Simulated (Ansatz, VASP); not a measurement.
**Two plane-wave programs on Al3C2**

```xyz
5
Lattice="1.6370 0.9451 7.5434 -1.6370 0.9451 7.5434 0.0000 -1.8903 7.5434" Properties=species:S:1:pos:R:3 pbc="T T T"
Al    0.0000    0.0000    0.0000
Al    0.0000    0.0000    4.7908
Al    0.0000    0.0000   17.8393
C     0.0000    0.0000    9.0701
C     0.0000    0.0000   13.5600
```

Change from the starting cell: species swapped into the Bi2Se3 type (R-3m, No. 166).

Alike in both runs: task relaxation of cell and atoms; functional PBE; k mesh 6 × 6 × 6; occupations gaussian, width 0.1 eV; no spin polarisation.

```csv
,VASP,Ansatz
version,VASP 6.6.1,Ansatz 0.2.0
potentials or method,"VASP PAW PBE potentials, release 64 (Al, C), cutoff 600 eV","scalar-relativistic, plane waves, PAW"
valence electrons in the cell,17,17
```

```csv
,VASP,Ansatz,Ansatz less VASP
"gap on the k mesh at the Fermi level, each at its own relaxed structure (eV)",none,none,-
relaxed volume (Å³/atom),11.47,11.50,+0.033
relaxed length of the cell vector where the two differ most in proportion (Å),6.994,7.011,+0.0163
```

A gap of «none» marks a metal or a gap that the smearing closes.

The k mesh is coarse, so the values compare programs but aren't converged. Noted on VASP's run: the volume moved by over 15 % at a fixed basis, so the end points are rough.
